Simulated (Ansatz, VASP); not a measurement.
## One calculation of CdS, two programs

Contents of INCAR:

```
ALGO = Normal
EDIFF = 1E-6
ENCUT = 500
GGA_COMPAT = F
ISIF = 2
ISMEAR = 0
LASPH = T
LCHARG = F
LREAL = F
LWAVE = F
NBANDS = 16
NELM = 120
PREC = Accurate
SIGMA = 0.01
```

File KPOINTS:

```
k-points
0
Gamma
  8 8 8
```

File POSCAR:

```
CdS
1.0
   -0.0569060000      2.8005840000      2.7884840000
    2.7676640000     -0.0032010000      2.7347790000
    2.7190360000      2.6982510000      0.0454270000
Cd S
1 1
Direct
    0.0000000000      0.0000000000      0.0000000000
    0.5000000000      0.5000000000      0.5000000000
```

File input.yaml:

```yaml
crystal:
  lattice:
    - [-0.056906, 2.800584, 2.788484]
    - [2.767664, -0.003201, 2.734779]
    - [2.719036, 2.698251, 0.045427]
  atoms:
    - { symbol: Cd, position: [0.0, 0.0, 0.0] }
    - { symbol: S, position: [0.5, 0.5, 0.5] }
kpoints:
  mp_grid: { grid: [8, 8, 8] }
  band_path:
    path: [[-0.5, 0.0, 0.0], [0.0, 0.0, 0.0], [0.0, -0.5, 0.0]]
    npoints: 12
scf:
  occupations: { method: fixed }
hamiltonian:
  xc: lda
  pseudopotentials:
    kind: all_electron
    lapw: { basis_error: 0.001 }
    relativity: none
output:
  forces: true
  stress: true
  eigenvalues: true
  fatbands: true
  dos: { projected: true, de: 0.1, e_range: [-20, 10] }
  populations: true
```

Change from the starting cell: cell strained at random at fixed volume.

Alike in both runs: functional LDA; k mesh 8 × 8 × 8; no spin polarisation.

```csv
,VASP,Ansatz
version,VASP 6.6.1,Ansatz 0.2.0
potentials or method,"VASP PAW LDA potentials, release 64 (Cd, S), cutoff 500 eV","all-electron LAPW, non-relativistic"
occupations,"gaussian, width 0.01 eV",fixed
task,single point,projected density of states
```

|  | VASP | Ansatz | Ansatz less VASP |
| --- | --- | --- | --- |
| pressure (GPa) | -6.4 | -5.2 | +1.17 |
| traceless stress, the component that is largest in VASP (GPa) | 1.29 | 1.35 | +0.057 |

LDA's correlation is that of Perdew and Zunger in VASP and of Perdew and Wang (1992) in Ansatz. Ansatz ran all-electron here, and VASP with PAW potentials.
